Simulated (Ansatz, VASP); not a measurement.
## PbO in VASP and in Ansatz

Contents of INCAR:

```
SYSTEM = PbO
ALGO = Normal
EDIFF = 1E-6
ENCUT = 520
GGA = PE
ISIF = 2
ISMEAR = 0
LASPH = .TRUE.
LCHARG = .FALSE.
LREAL = .FALSE.
LWAVE = .FALSE.
NBANDS = 28
NELM = 60
PREC = Accurate
SIGMA = 0.01
```

The input KPOINTS:

```
k-points
0
G
  4 4 4
  0 0 0
```

POSCAR

```
PbO
1.0
    4.0884000000      0.0213400000     -0.0363700000
    0.0213400000      4.0448500000     -0.0006000000
   -0.0456700000     -0.0007600000      4.8219500000
Pb O
2 2
Direct
    0.9951700000      0.5062700000      0.2394100000
    0.4996600000      0.9989200000      0.7588100000
    0.0039900000      0.0062800000      0.9975200000
    0.5013992667      0.5015701070      0.0044396098
```

Input for Ansatz:

```yaml
crystal:
  lattice:
    - [4.0884, 0.02134, -0.03637]
    - [0.02134, 4.04485, -0.0006]
    - [-0.04567, -0.00076, 4.82195]
  atoms:
    - { symbol: Pb, position: [0.99517, 0.50627, 0.23941] }
    - { symbol: Pb, position: [0.49966, 0.99892, 0.75881] }
    - { symbol: O, position: [0.00399, 0.00628, 0.99752] }
    - { symbol: O, position: [0.5013992667052055, 0.5015701069883871, 0.004439609824710202] }
basis:
  ecutwfc: 540.0
  xc_grid: 2
kpoints:
  mp_grid:
    grid: [4, 4, 4]
hamiltonian:
  xc: pbe
scf:
  convergence:
    dr2_threshold: 1.0e-09
  occupations:
    method: fixed
output:
  forces: true
  stress: true
```

Alike in both runs: task single point; functional PBE; k mesh 4 × 4 × 4; no spin polarisation.

|  | VASP | Ansatz |
| --- | --- | --- |
| version | VASP 6.6.1 | Ansatz 0.2.0 |
| potentials or method | VASP PAW PBE potentials, release 64 (Pb_d, O), cutoff 520 eV | plane waves, PAW |
| occupations | gaussian, width 0.01 eV | fixed |
| valence electrons in the cell | 40 | 40 |

```csv
,VASP,Ansatz,Ansatz less VASP
pressure (GPa),2.5,2.5,-0.08
"traceless stress, the component that is largest in VASP (GPa)",0.88,0.87,-0.016
rms of the force components (eV/Å),0.128,0.116,-0.0117
```

Atom by atom the forces differ by 0.016 eV/Å (rms over components). Ansatz's warnings: stress scf threshold loose.

Neither program's run includes spin-orbit coupling.
